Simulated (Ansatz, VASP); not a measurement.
# Ir: VASP beside Ansatz

INCAR

```
SYSTEM = Ir
PREC     = Accurate       ! precision mode
ENCUT    = 500            ! plane-wave cutoff, eV
EDIFF    = 1E-6           ! SCF threshold, eV
ISMEAR   = -1             ! smearing method
SIGMA    = 0.15           ! smearing width, eV
LREAL    = .FALSE.        ! projectors in reciprocal space
LASPH    = .TRUE.         ! aspherical terms in the spheres
NELM     = 200            ! most SCF steps
ALGO     = Normal         ! electronic algorithm
ISIF     = 2              ! what is computed and relaxed
LWAVE    = .FALSE.        ! write WAVECAR
LCHARG   = .TRUE.         ! write CHGCAR
MAGMOM   = 0 0 0          ! initial moments
LORBIT   = 11             ! projections on sites
LSORBIT  = .TRUE.         ! spin-orbit coupling
GGA_COMPAT= .FALSE.      
LORBMOM  = .TRUE.       
LMAXMIX  = 4              ! l up to which the mixer works
GGA      = PE             ! functional
LVHAR    = .TRUE.       
NBANDS   = 20             ! bands
```

File KPOINTS:

```
Automatic mesh
0
G
  4 4 4
  0 0 0
```

POSCAR

```
Ir
1.0
    0.0000000000      1.9224103500      1.9224103500
    1.9224103500      0.0000000000      1.9224103500
    1.9224103500      1.9224103500      0.0000000000
Ir
1
Direct
    0.0000000000      0.0000000000      0.0000000000
```

Input for Ansatz:

```yaml
crystal:
  lattice:
    - [0.0, 1.92241035, 1.92241035]
    - [1.92241035, 0.0, 1.92241035]
    - [1.92241035, 1.92241035, 0.0]
  atoms:
    - { symbol: Ir, position: [0, 0, 0] }
kpoints:
  mp_grid: { grid: [4, 4, 4] }
hamiltonian:
  xc: pbe
  pseudopotentials: { kind: paw_fr, source: ansatz }
scf:
  occupations: { method: fermi_dirac, width: 0.15 }
  convergence: { dr2_threshold: "1e-9 eV" }
  max_iter: 300
output:
  forces: true
  stress: true
magnetization:
  noncollinear: true
  spin_orbit: true
```

Alike in both runs: task single point; functional PBE; k mesh 4 × 4 × 4; occupations fermi-dirac, width 0.15 eV; non-collinear spin, spin-orbit coupling.

```csv
,VASP,Ansatz
version,VASP 6.6.1,Ansatz 0.2.0 development build
potentials or method,"VASP PAW PBE potentials, release 64 (Ir)","plane waves, PAW datasets (hand-made set)"
plane-wave cutoff (eV),500,620
valence electrons in the cell,9,31
```

```tsv
	VASP	Ansatz	Ansatz less VASP
net moment per atom (μB)	0.00	0.00	0.000
```

The functional is the same, so the differences come from potentials, cutoffs and numerics. VASP's potentials hold 9 valence electrons a cell and Ansatz's 31, so a difference there can come from the potentials and not from the codes. Ansatz's warnings: stress scf threshold loose.

The k mesh is coarse, so the values compare programs but aren't converged.
